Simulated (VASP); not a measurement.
Set up this calculation in VASP 6.6.1, as the native input.

```yaml
Task: single point
Functional: PBEsol
Dispersion: D3(BJ)
Potentials_or_basis: VASP PAW PBE potentials, release 64 (C)
Cutoff: 600 eV
k_mesh: 18 × 12 × 10
Occupations: gaussian, width 0.15 eV
Spin: no spin polarisation
Dipole_correction: no
Further_INCAR_settings: ALGO = Normal; EDIFF = 1e-06; NBANDS = 16
```

The structure of C lies in POSCAR:

```
C
1.0
   -2.4576582504      0.0000000000      0.0000000000
    0.0000000000      0.0000000000     -3.5294825081
    0.0000000000     -4.2567889574      0.0000000000
C
4
Direct
    0.5000000000      0.0000000000      0.1666666667
    0.0000000000      0.0000000000      0.6596191010
    0.0000000000      0.0000000000      0.3333333333
    0.5000000000      0.0000000000      0.8403808990
```

This cell differs from its parent crystal: atoms displaced along a vibrational mode.

These files were run (other wordings do the same):

INCAR

```
SYSTEM = C
PREC = Accurate
ENCUT = 600
EDIFF = 1E-6
ISMEAR = 0
SIGMA = 0.15
LREAL = .False.
LASPH = .True.
NELM = 120
ALGO = Normal
ISIF = 2
LWAVE = .False.
LCHARG = .False.
GGA = PS
IVDW = 12
NBANDS = 16
GGA_COMPAT = .False.
```

KPOINTS

```
Automatic mesh
0
Gamma
  18 12 10
  0 0 0
```

Potentials or basis: VASP PAW PBE potentials, release 64 (C).

Run with:

```console
$ cat potpaw_PBE.64/C/POTCAR > POTCAR
$ mpirun -np 1 vasp_std > vasp.out
```

It gave:

The pressure is 0.9 GPa, the largest force is 2.884 eV/Å and the band gap on the k mesh is zero (bands 8 and 9 overlap by 0.60 eV). The dispersion energy per atom is -0.105 eV.

Caveat: the cell differs from its parent crystal (atoms displaced along a vibrational mode); the PAW data sets were made with another functional, which shifts forces and pressure a little.

Wall time 6.6 min on 1 thread of Intel Xeon 8259CL, with other jobs on the host, peak memory 0.33 GiB.
